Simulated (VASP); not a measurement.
# SiC2 (Immm) in VASP: single point with PBE

Aim: the single point of SiC2 with PBE.

All numbers are computed with VASP 6.6.1; they aren't measurements. Logs are shortened: lines on timing, memory, paths and dates and some standing lists are left out, and cuts for length are marked.

## Step 1: The cell of the first run

It takes space group Immm (No. 71, orthorhombic). Conventional cell: a = 2.839 Å, b = 3.920 Å, c = 6.555 Å, α = 90.00°, β = 90.00°, γ = 90.00°. Within 2.5 Å of Si (site symmetry mmm) lie 4 C at 1.92 Å. Within 1.8 Å of C (site symmetry m2m) lie 1 C at 1.34 Å.

The cell was built from a structure type or drawn by symmetry, and may not be a known phase.

## Step 2: Single point, PBE, collinear spin

INCAR reads:

```
SYSTEM = SiC2
PREC = Accurate ; ENCUT = 910
EDIFF = 1E-6 ; ISMEAR = 0
SIGMA = 0.1 ; LREAL = .False.
LASPH = .True. ; NELM = 200
ALGO = Normal ; ISIF = 2
LWAVE = .False. ; LCHARG = .True.
ISPIN = 2 ; MAGMOM = 0 1 1
LORBIT = 11 ; GGA = PE
LELF = .True. ; LVHAR = .True.
NBANDS = 17 ; GGA_COMPAT = .False.
```

KPOINTS reads:

```
Automatic mesh
0
Gamma
  8 8 8
  0 0 0
```

POSCAR reads:

```
SiC2
1.0
   -1.4193064010      1.9601624053      3.2775885153
    1.4193064010     -1.9601624053      3.2775885153
    1.4193064010      1.9601624053     -3.2775885153
Si C
1 2
Direct
    0.0000000000      0.0000000000      0.0000000000
    0.3295735462      0.5000000000      0.8295735462
    0.6704264538      0.5000000000      0.1704264538
```

Potentials or basis: VASP PAW PBE potentials, release 64 (Si, C_h).

Launch:

```
$ cat potpaw_PBE.64/Si/POTCAR potpaw_PBE.64/C_h/POTCAR > POTCAR
$ mpirun -np 1 vasp_std > vasp.out
```

OUTCAR:

```text
SYSTEM = SiC2
   PREC = Accurate
   ENCUT = 910
   EDIFF = 1E-6
   ISMEAR = 0
   LREAL = .False.
   LASPH = .True.
   NELM = 200
   ISIF = 2
   ISPIN = 2
   LORBIT = 11
   GGA = PE

 ion  position               nearest neighbor table
   1  0.000  0.000  0.000-   2 1.92   3 1.92   2 1.92   3 1.92
   2  0.330  0.500  0.830-   3 1.34   1 1.92   1 1.92
   3  0.670  0.500  0.170-   2 1.34   1 1.92   1 1.92

  LATTYP: Found a body centered orthorhombic cell.
 ALAT       =     2.8386128020
 B/A-ratio  =     1.3810706440
 C/A-ratio  =     2.3092888984

  Lattice vectors:

 A1 = (  -1.4193064010,   1.9601624053,   3.2775885153)
 A2 = (   1.4193064010,  -1.9601624053,   3.2775885153)
 A3 = (   1.4193064010,   1.9601624053,  -3.2775885153)

Analysis of symmetry for initial positions (statically):
=====================================================================
 Subroutine PRICEL returns:
 Original cell was already a primitive cell.

 Routine SETGRP: Setting up the symmetry group for a
 body centered orthorhombic supercell.

 Subroutine GETGRP returns: Found  8 space group operations
 (whereof  8 operations were pure point group operations)
 out of a pool of  8 trial point group operations.

The static configuration has the point symmetry D_2h.

Analysis of symmetry for dynamics (positions and initial velocities):
=====================================================================
 Subroutine PRICEL returns:
 Original cell was already a primitive cell.

 Routine SETGRP: Setting up the symmetry group for a
 body centered orthorhombic supercell.

 Subroutine GETGRP returns: Found  8 space group operations
 (whereof  8 operations were pure point group operations)
 out of a pool of  8 trial point group operations.

The dynamic configuration has the point symmetry D_2h.

Analysis of structural, dynamic, and magnetic symmetry:
=====================================================================
 Subroutine PRICEL returns:
 Original cell was already a primitive cell.

 Routine SETGRP: Setting up the symmetry group for a
 body centered orthorhombic supercell.

 Subroutine GETGRP returns: Found  8 space group operations
 (whereof  8 operations were pure point group operations)
 out of a pool of  8 trial point group operations.

The overall configuration has the point symmetry D_2h.

 Subroutine INISYM returns: Found  8 space group operations
 (whereof  8 operations are pure point group operations),
 and found     1 'primitive' translations

[... 122 lines left out ...]
   LHFCALC =     F    Hartree Fock is set to
   AEXX    =    0.0000 exact exchange contribution
   IVDW    =     0    specifies the selected vdW correction
   LEPSILON=     F    determine dielectric tensor
   LRPA    =     F    only Hartree local field effects (RPA)
 spin polarized calculation
 Gauss-broadening in eV      SIGMA  =   0.10
  energy-cutoff  :      910.00
  volume of cell :       36.47
 maximum number of plane-waves:      2291
   NGX = 19   NGY = 19   NGZ = 19

 number of electron      12.0000000 magnetization       0.0000236

 number of electron      12.0000000 magnetization      -0.0000287

 Free energy of the ion-electron system (eV)
  ---------------------------------------------------
  ext. energy  EPLUGINS =         0.00000000
  ---------------------------------------------------
  free energy    TOTEN  =       -21.47736789 eV

  energy without entropy =      -21.47539198  energy(sigma->0) =      -21.47637993

 E-fermi :   5.7378     XC(G=0): -10.1289

 val. band max:        5.5672797785   @ k =   0.3750   0.2500   0.1250
 cond. band min:       5.7379239578   @ k =   0.5000   0.2500   0.1250
 fundamental gap:      0.1706441793
 Fermi energy:         5.7377513903

 spin component 1

 k-point     1 :       0.0000    0.0000    0.0000
  band No.  band energies     occupation
      1     -10.3873      1.00000
      2      -3.3184      1.00000
      3      -1.8357      1.00000
      4       2.3107      1.00000
      5       3.1571      1.00000
      6       7.0885      0.00000
[... 459 lines left out ...]
      6       2.6692      1.00000
[... 9 lines left out ...]
     16      22.4708      0.00000
     17      23.0879      0.00000

 [... further k-points ...]

 spin component 2

 k-point     1 :       0.0000    0.0000    0.0000
  band No.  band energies     occupation
      1     -10.3873      1.00000
      2      -3.3184      1.00000
      3      -1.8357      1.00000
      4       2.3107      1.00000
      5       3.1570      1.00000
      6       7.0884      0.00000
[... 459 lines left out ...]
      6       2.6692      1.00000
[... 9 lines left out ...]
     16      22.4708      0.00000
     17      23.0879      0.00000

 [... further k-points ...]

------------------------ aborting loop because EDIFF is reached ----------------------------------------

  FORCE on cell =-STRESS in cart. coord.  units (eV):
  Direction    XX          YY          ZZ          XY          YZ          ZX
  --------------------------------------------------------------------------------------
  -------------------------------------------------------------------------------------
  Total       -0.0337745     -0.0807274      0.0148255     -0.0000000      0.0000000      0.0000000
  in kB       -1.4836017     -3.5460845      0.6512347     -0.0000000      0.0000000      0.0000000
  external PRESSURE =      -1.4594838 kB  Pullay stress =       0.0000000 kB

 VOLUME and BASIS-vectors are now :
 -----------------------------------------------------------------------------
  energy-cutoff  :      910.00
  volume of cell :       36.47
      direct lattice vectors                 reciprocal lattice vectors
    -1.419306401  1.960162405  3.277588515     0.000000000  0.255080905  0.152551181
     1.419306401 -1.960162405  3.277588515     0.352284750  0.000000000  0.152551181
     1.419306401  1.960162405 -3.277588515     0.352284750  0.255080905  0.000000000

 POSITION                                       TOTAL-FORCE (eV/Angst)
 -----------------------------------------------------------------------------------
      0.00000      0.00000      0.00000         0.000000      0.000000     -0.000000
      1.41931      1.29204      0.00000        -0.000000      0.013580      0.000000
      0.00000      0.66813      3.27759         0.000000     -0.013580      0.000000
 -----------------------------------------------------------------------------------
    total drift:                               -0.000000      0.000000     -0.000000

  FREE ENERGIE OF THE ION-ELECTRON SYSTEM (eV)
  ---------------------------------------------------
  free  energy   TOTEN  =       -21.4773678906 eV

  energy  without entropy=      -21.4753919763  energy(sigma->0) =      -21.47637993

 total charge

# of ion       s       p       d       tot
------------------------------------------
    1        0.730   0.872   0.000   1.602
    2        0.489   0.964   0.000   1.453
    3        0.489   0.964   0.000   1.453
--------------------------------------------------
tot          1.708   2.800   0.000   4.509

 magnetization (x)

# of ion       s       p       d       tot
------------------------------------------
    1        0.000   0.000   0.000   0.000
    2        0.000  -0.000   0.000  -0.000
    3        0.000  -0.000   0.000  -0.000
--------------------------------------------------
tot          0.000  -0.000   0.000  -0.000
```

It took 5.6 min on 1 thread of Intel Xeon Platinum 8375C at 2.90GHz (Ice Lake), shared host; peak memory 0.4 GiB.

Results:

```yaml
Free_energy: -21.4774 eV
Pressure: -0.1 GPa
Largest_force: 0.014 eV/Å
Band_gap_on_the_k_mesh: zero (filled and empty bands overlap)
Net_moment: 0.00 μB per cell
Valence_electrons_inside_the_program's_atomic_spheres: Si 1.60; C 1.45
```

Forces in eV/Å, atoms in the order of the input:
```
Si   0.000  0.000  0.000
C    0.000  0.014  0.000
C    0.000 -0.014  0.000
```

Levels at points of the mesh, in eV from the Fermi level:
Spin up:
```csv
k point,band 4,band 5,band 6,band 7,band 8,band 9
"(0.00, 0.00, 0.00)",-3.43,-2.58,1.35,2.62,2.70,3.17
"(0.50, 0.00, 0.00)",-3.72,-2.43,-1.77,0.74,4.58,7.64
"(0.00, 0.50, 0.00)",-5.70,-3.26,-2.52,1.13,2.28,4.12
"(0.50, 0.50, 0.00)",-6.96,-2.68,-2.30,0.76,2.68,7.13
"(0.50, 0.50, 0.50)",-6.75,-2.82,3.32,3.70,4.53,4.68
```
Spin down:
```
           k point  band 2  band 3  band 4  band 5  band 6  band 7  band 8  band 9  band 10  band 11
(0.00, 0.00, 0.00)   -9.06   -7.57   -3.43   -2.58    1.35    2.62    2.70    3.17     7.68    10.08
(0.50, 0.00, 0.00)  -12.94   -3.84   -3.72   -2.43   -1.77    0.74    4.58    7.64     8.19     8.76
(0.00, 0.50, 0.00)   -9.18   -7.52   -5.70   -3.26   -2.52    1.13    2.28    4.12     8.63    10.87
(0.50, 0.50, 0.00)  -10.26   -6.97   -6.96   -2.68   -2.30    0.76    2.68    7.13     7.90     9.72
(0.50, 0.50, 0.50)   -9.22   -8.05   -6.75   -2.82    3.32    3.70    4.53    4.68     7.55    10.28
```

Caveat: the cutoff is under 1.25 times the usual one of these potentials, so pressure, stress and relaxed cells hold a basis-set (Pulay) error.
